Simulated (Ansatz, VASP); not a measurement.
# Two plane-wave programs on WC

Contents of INCAR:

```
SYSTEM = WC
  PREC = Accurate
  ENCUT = 520
  EDIFF = 1E-6
  ISMEAR = 1
  SIGMA = 0.2
  LREAL = .FALSE.
  LASPH = .TRUE.
  NELM = 100
  ALGO = Normal
  ISIF = 2
  LWAVE = .FALSE.
  LCHARG = .FALSE.
  GGA = PS
  NBANDS = 16
```

Contents of KPOINTS:

```
regular mesh
0
G
  18 18 16
  0 0 0
```

Contents of POSCAR:

```
WC
1.0
    2.9005014360      0.0000000000      0.0000000000
   -1.4502507180      2.5119079273      0.0000000000
    0.0000000000      0.0000000000      2.8290000000
W C
1 1
Direct
    0.0000000000      0.0000000000      0.0000000000
    0.6134442020      0.3067221010      0.4600831515
```

Input for Ansatz:

```yaml
crystal:
  lattice:
    - [2.900501436, 0.0, 0.0]
    - [-1.450250718, 2.5119079273, 0.0]
    - [0.0, 0.0, 2.829]
  atoms:
    - { symbol: W, position: [0.0, 0.0, 0.0] }
    - { symbol: C, position: [0.613444202, 0.306722101, 0.4600831515] }
basis:
  ecutwfc: 420
kpoints:
  mp_grid: { grid: [18, 18, 16] }
hamiltonian:
  xc: pbesol
scf:
  occupations: { method: methfessel_paxton, width: 0.2 }
output:
  forces: true
  stress: true
  eigenvalues: true
```

Change from the starting cell: all C atoms moved +0.175 Å, as atom 2 towards its neighbour atom 1 (W) at 2.192 Å.

Alike in both runs: task single point; functional PBEsol; k mesh 18 × 18 × 16; occupations methfessel-paxton of order 1, width 0.2 eV; no spin polarisation.

```csv
,VASP,Ansatz
version,VASP 6.6.1,Ansatz 0.2.0
potentials or method,"VASP PAW PBE potentials, release 64 (W_sv, C), cutoff 520 eV","scalar-relativistic, plane waves, PAW"
valence electrons in the cell,18,18
```

```csv
,VASP,Ansatz,Ansatz less VASP
gap on the k mesh at the Fermi level (eV),none,none,-
pressure (GPa),6.5,5.2,-1.33
"traceless stress, the component that is largest in VASP (GPa)",6.28,6.21,-0.071
rms of the force components (eV/Å),1.738,1.722,-0.0161
```

VASP's potentials were made for PBE, not for PBEsol. Atom by atom the forces differ by 0.016 eV/Å (rms over components). A gap of «none» marks a metal or a gap that the smearing closes.

Neither program's run includes spin-orbit coupling.
